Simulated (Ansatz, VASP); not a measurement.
**Two plane-wave programs on Ta**

File INCAR:

```
ALGO = Normal
EDIFF = 1E-7
ENCUT = 520
GGA = PE
ISIF = 2
ISMEAR = 0
LASPH = True
LCHARG = False
LREAL = False
LWAVE = False
NBANDS = 12
NELM = 80
PREC = Accurate
SIGMA = 0.15
```

File KPOINTS:

```
k-points
0
Gamma
  20 20 20
```

Contents of POSCAR:

```
Ta
1.0
   -1.6265108000      1.6265108000      1.6512800000
    1.6265108000     -1.6265108000      1.6512800000
    1.6265108000      1.6265108000     -1.6512800000
Ta
1
Direct
    0.0000000000      0.0000000000      0.0000000000
```

Input for Ansatz:

```yaml
crystal:
  lattice:
    - [-1.6265108, 1.6265108, 1.65128]
    - [1.6265108, -1.6265108, 1.65128]
    - [1.6265108, 1.6265108, -1.65128]
  atoms:
    - { symbol: Ta, position: [0.0, 0.0, 0.0] }
basis:
  ecutwfc: 420
kpoints:
  mp_grid: { grid: [20, 20, 20] }
hamiltonian:
  xc: pbe
scf:
  occupations: { method: gaussian, width: 0.15 }
output:
  forces: true
  stress: true
  eigenvalues: true
```

Change from the starting cell: strain -0.015 along x and y, +0.000 along z, atoms carried along.

Alike in both runs: task single point; functional PBE; k mesh 20 × 20 × 20; occupations gaussian, width 0.15 eV; no spin polarisation.

```csv
,VASP,Ansatz
version,VASP 6.6.1,Ansatz 0.2.0
potentials or method,"VASP PAW PBE potentials, release 64 (Ta_pv), cutoff 520 eV","scalar-relativistic, plane waves, PAW"
valence electrons in the cell,11,13
```

VASP gave:

```
gap on the k mesh at the Fermi level (eV)                     : none
pressure (GPa)                                                : 10.0
traceless stress, the component that is largest in VASP (GPa) : -1.34
```

Q: Which values does Ansatz return?

A: gap on the k mesh at the Fermi level (eV): none; pressure (GPa): 9.8; traceless stress, the component that is largest in VASP (GPa): -1.34.

A gap of «none» marks a metal or a gap that the smearing closes. With one functional, cell and mesh, what is left measures potentials, basis and numerics. VASP's potentials hold 11 valence electrons a cell and Ansatz's 13, so a difference there can come from the potentials and not from the codes.

Neither program's run includes spin-orbit coupling.
